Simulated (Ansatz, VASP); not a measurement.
**WS2: VASP beside Ansatz**

The input INCAR:

```
PREC = Accurate ; ENCUT = 600
EDIFF = 1E-7 ; ISMEAR = 0
SIGMA = 0.02 ; LREAL = F
LASPH = T ; NELM = 80
ALGO = Normal ; ISIF = 3
LWAVE = F ; LCHARG = F
GGA = PS ; IVDW = 12
IBRION = 2 ; NSW = 100
EDIFFG = -0.005
```

File KPOINTS:

```
regular mesh
0
Gamma
  12 12 2
```

Contents of POSCAR:

```
WS2
1.0
    3.1835163552      0.0000000000      0.0000000000
   -1.5917581776      2.7570060369      0.0000000000
    0.0000000000      0.0000000000     16.9505778900
W S
1 2
Direct
    0.3333333300      0.6666666700      0.0000000000
    0.6666666700      0.3333333300      0.9079994900
    0.6666666700      0.3333333300      0.0920005100
```

Input for Ansatz:

```yaml
crystal:
  lattice:
    - [3.1835163552, 0.0, 0.0]
    - [-1.5917581776, 2.7570060369, 0.0]
    - [0.0, 0.0, 16.95057789]
  atoms:
    - { symbol: W, position: [0.33333333, 0.66666667, 0.0] }
    - { symbol: S, position: [0.66666667, 0.33333333, 0.90799949] }
    - { symbol: S, position: [0.66666667, 0.33333333, 0.09200051] }
basis:
  ecutwfc: 420
kpoints:
  mp_grid: { grid: [12, 12, 2] }
hamiltonian:
  xc: pbesol
  dispersion: d3bj
scf:
  occupations: { method: gaussian, width: 0.02 }
output:
  forces: true
  stress: true
  eigenvalues: true
  write_density: true
  write_potential: true
  elf: true
  volumetric_format: npy
relax:
  adjacent_minimum: "off"
  f_tol: 0.005
  max_steps: 80
  cell: { stress_tol: 0.05 }
```

Alike in both runs: task relaxation of cell and atoms; functional PBEsol; dispersion D3(BJ); k mesh 12 × 12 × 2; occupations gaussian, width 0.02 eV; no spin polarisation.

|  | VASP | Ansatz |
| --- | --- | --- |
| version | VASP 6.6.1 | Ansatz 0.2.0 |
| potentials or method | VASP PAW PBE potentials, release 64 (W_sv, S), cutoff 600 eV | scalar-relativistic, plane waves, PAW |
| valence electrons in the cell | 26 | 26 |

Ansatz gave:

| Quantity | Value |
| --- | --- |
| gap on the k mesh at the Fermi level, each at its own relaxed structure (eV) | 1.99 |
| relaxed volume (Å³/atom) | 47.71 |
| relaxed length of the cell vector where the two differ most in proportion (Å) | 16.936 |

Q: Estimate VASP's values.

A: gap on the k mesh at the Fermi level, each at its own relaxed structure (eV): 1.99; relaxed volume (Å³/atom): 48.02; relaxed length of the cell vector where the two differ most in proportion (Å): 17.036.

VASP's potentials were made for PBE, not for PBEsol. Ansatz's warnings: xc potential rough in thin density.

Spin-orbit coupling is off throughout.
